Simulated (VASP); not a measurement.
Wanted: the native input for a VASP 6.6.1 run.

```
Task                   : single point
Functional             : PBEsol
Potentials or basis    : VASP PAW PBE potentials, release 64 (Ca_sv)
Cutoff                 : 520 eV
k mesh                 : 12 × 12 × 12
Occupations            : gaussian, width 0.1 eV
Spin                   : no spin polarisation
Dipole correction      : no
Further INCAR settings : ALGO = Fast; EDIFF = 1e-07; NBANDS = 11
```

The structure of Ca lies in POSCAR:

```
Ca
1.0
   -2.2234860523      2.1895479488      2.2092256154
    2.2234860523     -2.1895479488      2.2092256154
    2.2166940211      2.1827559177     -2.2092256154
Ca
1
Direct
    0.5000000000      0.5000000000      0.0000000000
```

This cell differs from its parent crystal: strained.

One way to write it, as run:

INCAR

```
PREC = Accurate ; ENCUT = 520
EDIFF = 1E-7 ; ISMEAR = 0
SIGMA = 0.1 ; LREAL = False
LASPH = True ; NELM = 100
ALGO = Fast ; ISIF = 2
LWAVE = False ; LCHARG = True
GGA = PS ; LELF = True
LVHAR = True ; NBANDS = 11
```

KPOINTS

```
Automatic mesh
0
Gamma
  12 12 12
```

Potentials or basis: VASP PAW PBE potentials, release 64 (Ca_sv).

Launch:

```console
$ cat potpaw_PBE.64/Ca_sv/POTCAR > POTCAR
$ mpirun -np 1 vasp_std > vasp.out
```

Results of the run:

| Item | Value |
| --- | --- |
| Pressure | -0.9 GPa |
| Band gap on the k mesh | zero (bands 5 and 6 overlap by 0.39 eV) |

Caveat: the cell differs from its parent crystal (strained); the PAW data sets were made with another functional, which shifts forces and pressure a little.

Wall time 5.9 min on 1 thread of Oxide Virtual Turin-like Processor (shared host), peak memory 0.29 GiB.
